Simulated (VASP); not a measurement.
Runs of VASP 6.6.1 on MgSe. The structure is that of space group Fm-3m (No. 225), or close to it. The cells are those of the table. 

```tsv
cell	gap on the mesh (eV)	pressure (GPa)
a = 4.003 Å, angles 60.0°, 2 atoms	(c)	(b)
a = 3.854 Å, angles 60.0°, 2 atoms	2.16	0.0
a = 3.749 Å, angles 60.0°, 2 atoms	2.30	6.5
a = 3.905 Å, angles 60.0°, 2 atoms	2.09	-2.3
a = 3.955 Å, angles 60.0°, 2 atoms	(a)	-4.3
```

Alike in all rows: task single point; level PBEsol; potentials or basis VASP PAW PBE potentials, release 64 (Mg, Se); no spin polarisation; k mesh 5 × 5 × 5; cutoff (eV) 600; smearing gaussian 0.01 eV.

Estimate the missing entries.

(a) 2.01; (b) -5.8; (c) 1.80.

Caveats: the PAW data sets were made with another functional, which shifts forces and pressure a little.

A k mesh can miss the band edges, and the runs leave out spin-orbit coupling on Se.
